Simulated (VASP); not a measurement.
Wanted: the native input for a VASP 6.6.1 run.

- Task: single point
- Functional: PBE
- Dispersion: D4
- Potentials or basis: VASP PAW PBE potentials, release 64 (Zn, S)
- Cutoff: 520 eV
- k mesh: 6 × 6 × 3
- Occupations: gaussian, width 0.01 eV
- Spin: no spin polarisation
- Dipole correction: no
- Further INCAR settings: ALGO = Normal; EDIFF = 1e-07; NBANDS = 26

The structure of ZnS (Wurtzite-2H) lies in POSCAR:

```
ZnS
1.0
    3.7065360167      0.0000000000      0.0000000000
   -1.8532680084      3.2099545316      0.0000000000
    0.0000000000      0.0000000000      6.0631187426
Zn S
2 2
Direct
    0.3333333333      0.6666666667      0.0000000000
    0.6666666667      0.3333333333      0.5000000000
    0.3333333333      0.6666666667      0.3850000000
    0.6666666667      0.3333333333      0.8850000000
```

The input as run:

INCAR

```
SYSTEM = ZnS
PREC = Accurate
ENCUT = 520
EDIFF = 1E-7
ISMEAR = 0
SIGMA = 0.01
LREAL = .False.
LASPH = .True.
NELM = 60
ALGO = Normal
ISIF = 2
LWAVE = .False.
LCHARG = .True.
GGA = PE
IVDW = 13
LELF = .True.
LVHAR = .True.
NBANDS = 26
```

KPOINTS

```
Automatic mesh
0
Gamma
  6 6 3
  0 0 0
```

Potentials or basis: VASP PAW PBE potentials, release 64 (Zn, S).

The run is started by

```sh
$ cat potpaw_PBE.64/Zn/POTCAR potpaw_PBE.64/S/POTCAR > POTCAR
$ mpirun -np 1 vasp_std > vasp.out
```

It gave:

```
Pressure                   : 7.4 GPa
Largest force              : 0.439 eV/Å
Band gap on the k mesh     : 2.65 eV, direct
Dispersion energy per atom : -0.336 eV
```

It took 30 s on 1 thread of Intel Xeon 6975P-C, with other jobs on the host, peak memory 0.19 GiB.
